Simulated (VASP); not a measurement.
Here is a VASP 6.6.1 calculation.

INCAR

```
SYSTEM = Au
AGGAC    = 1.0          
AGGAX    = 1.0          
ALDAC    = 0.0          
ALDAX    = 1.0          
ALGO     = Normal         ! electronic algorithm
EDIFF    = 1E-7           ! SCF threshold, eV
EDIFFG   = -0.01          ! ionic threshold
ENCUT    = 540            ! plane-wave cutoff, eV
GGA      = B5             ! functional
GGA_COMPAT= .FALSE.      
IBRION   = 2              ! ionic algorithm
ISIF     = 3              ! what is computed and relaxed
ISMEAR   = -1             ! smearing method
LASPH    = .TRUE.         ! aspherical terms in the spheres
LCHARG   = .FALSE.        ! write CHGCAR
LREAL    = .FALSE.        ! projectors in reciprocal space
LWAVE    = .FALSE.        ! write WAVECAR
NELM     = 120            ! most SCF steps
NELMIN   = 4            
NSW      = 60             ! ionic steps
PREC     = Accurate       ! precision mode
SIGMA    = 0.05           ! smearing width, eV
```

KPOINTS

```
k-points
0
G
  11 11 11
  0 0 0
```

File POSCAR:

```
Au
1.0
   -1.6572690000      1.6572690000      1.6572690000
    1.6572690000     -1.6572690000      1.6572690000
    1.6572690000      1.6572690000     -1.6572690000
Au
1
Direct
    0.0000000000      0.0000000000      0.0000000000
```

Potentials or basis: VASP PAW PBE potentials, release 64 (Au_sv_GW).

Command:

```bash
$ cat potpaw_PBE.64/Au_sv_GW/POTCAR > POTCAR
$ mpirun -np 1 vasp_std > vasp.out
```

Task: Predict the relaxed cell.

Result: a = 2.935 Å, b = 2.935 Å, c = 2.935 Å, α = 109.47°, β = 109.47°, γ = 109.47°.

Task: Predict the band gap on the k mesh.

Result: Zero (an odd number of electrons rules out a gap without spin polarisation).

Task: What does it give for the space group after relaxing (to 0.1 Å)?

Result: Im-3m (No. 229).

Task: Predict the relaxed volume.

Result: 19.47 Å³/atom.

Final structure:
```
Au
1.0
    -1.69460    1.69460    1.69460
     1.69460   -1.69460    1.69460
     1.69460    1.69460   -1.69460
Au
1
Cartesian
  0.0000 0.0000 0.0000
```

Caveat: the PAW data sets were made with another functional, which shifts forces and pressure a little; spin-orbit coupling is left out, which moves the levels of the heavy elements.
